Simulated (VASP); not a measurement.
W: single point with PBE

The system is W.

```
W
1.0
     0.00000    1.87420    1.87420
     1.87420    0.00000    1.87420
     1.87420    1.87420    0.00000
W
1
Direct
  0.00000 0.00000 0.00000
```

```
Program             : VASP 6.6.1
Task                : single point
Functional          : PBE
Potentials or basis : VASP PAW PBE potentials, release 64 (W_sv)
Cutoff              : 520 eV
k mesh              : 18 × 18 × 18
Occupations         : fermi-dirac, width 0.08 eV
Spin                : no spin polarisation
```

- Pressure: 99.4 GPa
- Band gap on the k mesh: zero (band 7 reaches 18.49 eV, above the bottom of band 8 at 12.87 eV)

Levels at points of the mesh, in eV from the Fermi level:
```
           k point  band 3  band 4  band 5  band 6  band 7  band 8  band 9  band 10  band 11  band 12
(0.00, 0.00, 0.00)  -36.54  -36.54  -10.06   -0.92   -0.92   -0.92    3.33     3.33    12.98    19.36
(0.50, 0.00, 0.00)  -36.84  -36.84   -6.91   -1.27   -1.27    1.61    6.75     6.75    12.73    14.06
(0.50, 0.50, 0.00)  -37.37  -37.37   -7.26   -6.12    4.70    6.74    7.80     7.80    13.87    13.87
```

It took 18 s on 1 thread of Intel Xeon 6975P-C, with other jobs on the host, peak memory 0.15 GiB.

Caveat: spin-orbit coupling is left out, which moves the levels of the heavy elements.
